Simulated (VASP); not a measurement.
Write the native input for VASP 6.6.1 that does the following.

- Task: single point
- Functional: PBE
- Potentials or basis: VASP PAW PBE potentials, release 64 (Si, C)
- Cutoff: 520 eV
- k mesh: 6 × 6 × 2
- Occupations: gaussian, width 0.1 eV
- Spin: collinear spin
- Starting moments: [0.0, 0.0, 0.0, 0.0, 0.0, 0.0, 1.0, 1.0, 1.0, 1.0] μB
- Dipole correction: no
- Further INCAR settings: ALGO = Normal; EDIFF = 1e-07; NBANDS = 35

The structure of Si3C2 lies in POSCAR:

```
Si3C2
1.0
    2.8996141298      0.0000000000      0.0000000000
   -1.4498070649      2.5111394976      0.0000000000
    0.0000000000      0.0000000000     14.3678137896
Si C
6 4
Direct
    0.6666666667      0.3333333333      0.0784295846
    0.6666666667      0.3333333333      0.2500000000
    0.6666666667      0.3333333333      0.4215704154
    0.3333333333      0.6666666667      0.7500000000
    0.3333333333      0.6666666667      0.9215704154
    0.3333333333      0.6666666667      0.5784295846
    0.6666666667      0.3333333333      0.8498239545
    0.6666666667      0.3333333333      0.6501760455
    0.3333333333      0.6666666667      0.1501760455
    0.3333333333      0.6666666667      0.3498239545
```

One way to write it, as run:

INCAR

```
PREC = Accurate ; ENCUT = 520
EDIFF = 1E-7 ; ISMEAR = 0
SIGMA = 0.1 ; LREAL = F
LASPH = T ; NELM = 150
ALGO = Normal ; ISIF = 2
LWAVE = F ; LCHARG = T
ISPIN = 2 ; MAGMOM = 0 0 0 0 0 0 1 1 1 1
LORBIT = 11 ; GGA = PE
LELF = T ; LVHAR = T
NBANDS = 35
```

KPOINTS

```
Automatic mesh
0
Gamma
  6 6 2
```

Potentials or basis: VASP PAW PBE potentials, release 64 (Si, C).

Launch:

```bash
$ cat potpaw_PBE.64/Si/POTCAR potpaw_PBE.64/C/POTCAR > POTCAR
$ mpirun -np 1 vasp_std > vasp.out
```

Results of the run:

* Pressure: -0.1 GPa
* Largest force: 0.015 eV/Å
* Band gap on the k mesh: zero (filled and empty bands overlap)
* Net moment: 0.00 μB per cell
* Valence electrons inside the program's atomic spheres: Si 1.59, 1.46 (each value once); C 2.43

Caveat: the k points lie up to 0.42 Å⁻¹ apart, too coarse for converged energies and pressures of a metal.

Wall time 69 s on 1 thread of AMD EPYC 9R45 96-Core Processor (Zen 5), with other jobs on the host, peak memory 0.27 GiB.
